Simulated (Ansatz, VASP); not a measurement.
MgSc2C2 in VASP and in Ansatz

```
CELL_PARAMETERS angstrom
-2.01554 2.55824 3.89535
2.01554 -2.55824 3.89535
2.01554 2.55824 -3.89535
ATOMIC_POSITIONS crystal
Mg 0.00000 0.00000 0.00000
Sc 0.29828 0.79828 0.50000
Sc 0.70172 0.20172 0.50000
C 0.73279 0.50000 0.23279
C 0.26721 0.50000 0.76721
```

Change from the starting cell: species swapped into the Tm2GaNi2 type (Immm, No. 71).

Alike in both runs: task single point; functional PBE; k mesh 6 × 6 × 6; occupations gaussian, width 0.1 eV; no spin polarisation.

|  | VASP | Ansatz |
| --- | --- | --- |
| version | VASP 6.6.1 | Ansatz 0.2.0 |
| potentials or method | VASP PAW PBE potentials, release 64 (Mg, Sc_sv, C), cutoff 520 eV | scalar-relativistic, plane waves, PAW |
| valence electrons in the cell | 32 | 40 |

|  | VASP | Ansatz | Ansatz less VASP |
| --- | --- | --- | --- |
| gap on the k mesh at the Fermi level (eV) | none | none | - |
| pressure (GPa) | -17.5 | -17.5 | -0.05 |
| traceless stress, the component that is largest in VASP (GPa) | -12.17 | -12.13 | +0.043 |
| rms of the force components (eV/Å) | 0.337 | 0.338 | +0.0013 |

Atom by atom the forces differ by 0.001 eV/Å (rms over components). A gap of «none» marks a metal or a gap that the smearing closes. With one functional, cell and mesh, what is left measures potentials, basis and numerics. VASP's potentials hold 32 valence electrons a cell and Ansatz's 40, so a difference there can come from the potentials and not from the codes.
